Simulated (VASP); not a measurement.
Set up this calculation in VASP 6.6.1, as the native input.

```yaml
Task: single point
Functional: PBEsol
Dispersion: D4
Potentials_or_basis: VASP PAW PBE potentials, release 64 (P)
Cutoff: 520 eV
k_mesh: 8 × 8 × 6
Occupations: fermi-dirac, width 0.05 eV
Spin: no spin polarisation
Dipole_correction: no
Further_INCAR_settings: ALGO = Normal; EDIFF = 1e-07; NBANDS = 18
```

The structure of P lies in POSCAR:

```
P
1.0
    1.6711546181     -5.0095890759      0.0000000000
    1.6711546181      5.0095890759      0.0000000000
    0.0000000000      0.0000000000      3.8692913214
P
4
Direct
    0.8900531881      0.1099468119      0.5580123413
    0.1099468119      0.8900531881      0.4419876587
    0.6099468119      0.3900531881      0.0580123413
    0.3900531881      0.6099468119      0.9419876587
```

One way to write it, as run:

INCAR

```
SYSTEM = P
ALGO = Normal
EDIFF = 1E-7
ENCUT = 520
GGA = PS
ISIF = 2
ISMEAR = -1
IVDW = 13
LASPH = .True.
LCHARG = .True.
LELF = .True.
LREAL = .False.
LVHAR = .True.
LWAVE = .False.
NBANDS = 18
NELM = 100
PREC = Accurate
SIGMA = 0.05
```

KPOINTS

```
k-points
0
Gamma
  8 8 6
  0 0 0
```

Potentials or basis: VASP PAW PBE potentials, release 64 (P).

The run is started by

```bash
$ cat potpaw_PBE.64/P/POTCAR > POTCAR
$ mpirun -np 1 vasp_std > vasp.out
```

Results of the run:

```yaml
Pressure: 0.0 GPa
Largest_force: 0.040 eV/Å
Band_gap_on_the_k_mesh: zero (bands 10 and 11 overlap by 0.58 eV)
Dispersion_energy_per_atom: -0.257 eV
```

Caveat: the PAW data sets were made with another functional, which shifts forces and pressure a little.

Run time: 42 s on 1 thread of Intel(R) Xeon(R) 6975P-C (Granite Rapids), with other jobs on the host, peak memory 0.23 GiB.
